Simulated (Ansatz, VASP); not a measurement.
Ir: VASP beside Ansatz

The input INCAR:

```
SYSTEM = Ir
ALGO = Fast
EDIFF = 1E-6
ENCUT = 520
GGA = PS
ISIF = 2
ISMEAR = 0
LASPH = .TRUE.
LCHARG = .FALSE.
LREAL = .FALSE.
LWAVE = .FALSE.
NBANDS = 46
NELM = 60
PREC = Accurate
SIGMA = 0.15
```

The input KPOINTS:

```
k-points
0
G
  12 12 12
  0 0 0
```

POSCAR

```
Ir
1.0
   -3.8394000000      3.8394000000      0.0000000000
   -3.8394000000      0.0000000000      3.8394000000
    0.0000000000      3.8394000000      3.8394000000
Ir
8
Direct
    0.0414385127      0.0000000000      0.0000000000
    0.5000000000      0.0000000000      0.0000000000
    0.0000000000      0.5000000000      0.0000000000
    0.0000000000      0.0000000000      0.5000000000
    0.5000000000      0.5000000000      0.0000000000
    0.5000000000      0.0000000000      0.5000000000
    0.0000000000      0.5000000000      0.5000000000
    0.5000000000      0.5000000000      0.5000000000
```

Input for Ansatz:

```yaml
crystal:
  lattice:
    - [-3.8394, 3.8394, 0.0]
    - [-3.8394, 0.0, 3.8394]
    - [0.0, 3.8394, 3.8394]
  atoms:
    - { symbol: Ir, position: [0.0414385127, 0.0, 0.0] }
    - { symbol: Ir, position: [0.5, 0.0, 0.0] }
    - { symbol: Ir, position: [0.0, 0.5, 0.0] }
    - { symbol: Ir, position: [0.0, 0.0, 0.5] }
    - { symbol: Ir, position: [0.5, 0.5, 0.0] }
    - { symbol: Ir, position: [0.5, 0.0, 0.5] }
    - { symbol: Ir, position: [0.0, 0.5, 0.5] }
    - { symbol: Ir, position: [0.5, 0.5, 0.5] }
basis:
  ecutwfc: 420
kpoints:
  mp_grid: { grid: [12, 12, 12] }
hamiltonian:
  xc: pbesol
scf:
  occupations: { method: gaussian, width: 0.15 }
output:
  forces: true
  stress: true
  eigenvalues: true
```

Alike in both runs: task single point; functional PBEsol; k mesh 12 × 12 × 12; occupations gaussian, width 0.15 eV; no spin polarisation.

|  | VASP | Ansatz |
| --- | --- | --- |
| version | VASP 6.6.1 | Ansatz 0.2.0 |
| potentials or method | VASP PAW PBE potentials, release 64 (Ir), cutoff 520 eV | scalar-relativistic, plane waves, PAW |
| valence electrons in the cell | 72 | 136 |

```csv
,VASP,Ansatz,Ansatz less VASP
gap on the k mesh at the Fermi level (eV),none,none,-
pressure (GPa),0.9,-0.1,-0.99
"traceless stress, the component that is largest in VASP (GPa)",-2.21,-2.20,+0.011
rms of the force components (eV/Å),0.903,0.888,-0.0157
```

VASP's potentials were made for PBE, not for PBEsol. Atom by atom the forces differ by 0.017 eV/Å (rms over components). A gap of «none» marks a metal or a gap that the smearing closes. VASP's potentials hold 72 valence electrons a cell and Ansatz's 136, so a difference there can come from the potentials and not from the codes.

Neither program's run includes spin-orbit coupling.
